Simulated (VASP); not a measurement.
Input of a VASP 6.6.1 run:

Contents of INCAR:

```
ALGO = Fast
EDIFF = 1E-6
ENCUT = 520
GGA = PE
ISIF = 2
ISMEAR = 0
LASPH = T
LCHARG = F
LREAL = F
LWAVE = F
NBANDS = 36
NELM = 100
PREC = Accurate
SIGMA = 0.15
```

The input KPOINTS:

```
k-points
0
Gamma
  20 20 4
```

The input POSCAR:

```
Ir
1.0
    1.9197000000     -1.9197000000      0.0000000000
    1.9197000000      0.0000000000     -1.9197000000
    7.6788000000      7.6788000000      7.6788000000
Ir
6
Direct
    0.6666666667      0.6666666667      0.1666666667
    0.0000000000      0.0000000000      0.0000000000
    0.3333333333      0.3333333333      0.3333333333
    0.6666666667      0.6666666667      0.6666666667
    0.0000000000      0.0000000000      0.5000000000
    0.3333333333      0.3333333333      0.8333333333
```

Potentials or basis: VASP PAW PBE potentials, release 64 (Ir).

Run with:

```console
$ cat potpaw_PBE.64/Ir/POTCAR > POTCAR
$ mpirun -np 1 vasp_std > vasp.out
```

Task: Predict the pressure.

Result: 9.5 GPa.

Task: Predict the band gap on the k mesh.

Result: Zero (band 27 reaches 11.47 eV, above the bottom of band 28 at 8.64 eV).

Caveat: spin-orbit coupling is left out, which moves the levels of the heavy elements.
